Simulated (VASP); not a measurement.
A run of VASP 6.6.1 is set up as follows.

The input POSCAR:

```
TiSi2
1.0
    4.3746400000      0.0000000000      0.0000000000
   -2.1873200000      3.7885500000      0.0000000000
    0.0000000000      0.0000000000      2.5610100000
Ti Si
1 2
Direct
    0.0000000000      0.0000000000      0.0000000000
    0.3333300000      0.6666700000      0.5000000000
    0.6666700000      0.3333300000      0.5000000000
```

File INCAR.step1:

```
SYSTEM = TiSi2
PREC     = Accurate       ! precision mode
ENCUT    = 520            ! plane-wave cutoff, eV
EDIFF    = 1E-5           ! SCF threshold, eV
ISMEAR   = -1             ! smearing method
SIGMA    = 0.05           ! smearing width, eV
LREAL    = .FALSE.        ! projectors in reciprocal space
LASPH    = .TRUE.         ! aspherical terms in the spheres
NELM     = 100            ! most SCF steps
ALGO     = Normal         ! electronic algorithm
ISIF     = 2              ! what is computed and relaxed
LWAVE    = .TRUE.         ! write WAVECAR
LCHARG   = .FALSE.        ! write CHGCAR
NBANDS   = 17             ! bands
GGA      = PE             ! functional
```

Contents of INCAR.step2:

```
SYSTEM = TiSi2
PREC     = Accurate       ! precision mode
ENCUT    = 520            ! plane-wave cutoff, eV
EDIFF    = 1E-7           ! SCF threshold, eV
ISMEAR   = -1             ! smearing method
SIGMA    = 0.05           ! smearing width, eV
LREAL    = .FALSE.        ! projectors in reciprocal space
LASPH    = .TRUE.         ! aspherical terms in the spheres
NELM     = 100            ! most SCF steps
ALGO     = Normal         ! electronic algorithm
ISIF     = 2              ! what is computed and relaxed
LWAVE    = .FALSE.        ! write WAVECAR
LCHARG   = .FALSE.        ! write CHGCAR
METAGGA  = R2SCAN         ! meta-GGA
LHFCALC  = .TRUE.         ! exact exchange
AEXX     = 0.1            ! exact-exchange fraction
LMIXTAU  = .TRUE.       
PRECFOCK = Normal       
NBANDS   = 17             ! bands
ISTART   = 1
```

Contents of KPOINTS:

```
regular mesh
0
G
  4 4 6
  0 0 0
```

Potentials or basis: VASP PAW PBE potentials, release 64 (Ti_sv, Si).

Launch:

```console
$ cat potpaw_PBE.64/Ti_sv/POTCAR potpaw_PBE.64/Si/POTCAR > POTCAR
$ cp INCAR.step1 INCAR
$ mpirun -np 1 vasp_std > vasp.out
$ cp INCAR.step2 INCAR
$ mpirun -np 1 vasp_std > vasp.out
```

Task: Predict the pressure.

Result: -2.4 GPa.

Task: Predict the band gap on the k mesh.

Result: Zero (bands 10 and 11 overlap by 3.61 eV).

Stress tensor (GPa, compression positive):
```
  2.50   0.00   0.00
  0.00   2.50   0.00
  0.00   0.00 -12.09
```

Caveat: the k points lie up to 0.41 Å⁻¹ apart, too coarse for converged energies and pressures of a metal; the PAW data sets were made with another functional, which shifts forces and pressure a little.
